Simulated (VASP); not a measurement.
Crystal: ZnS.

```xyz
8
Lattice="3.8977 0.0000 0.0000 -1.9488 3.3755 0.0000 0.0000 0.0000 12.7656" Properties=species:S:1:pos:R:3 pbc="T T T"
Zn    1.9488    1.1252    9.5742
Zn    0.0000    2.2503    3.1914
Zn    0.0000    0.0000    6.3828
Zn    0.0000    0.0000    0.0000
S     1.9488    1.1252   11.9677
S     0.0000    2.2503    5.5849
S     0.0000    0.0000    8.7763
S     0.0000    0.0000    2.3935
```

Program: VASP 6.6.1. Alike in all runs: task single point; potentials or basis VASP PAW PBE potentials, release 64 (Zn, S); no spin polarisation; cell as given; k mesh 8 × 8 × 3; cutoff (eV) 520; smearing fermi-dirac 0.05 eV.

Order these runs on this cell by their pressure, lowest first.
A. level revPBE+D3(BJ)
B. level SVWN5
C. level PBE

B (-7.9 GPa), A (-5.7 GPa), C (-2.4 GPa).

Caveats: the cell stands under tension (at least some runs); the PAW data sets were made with another functional, which shifts forces and pressure a little (at least some runs).
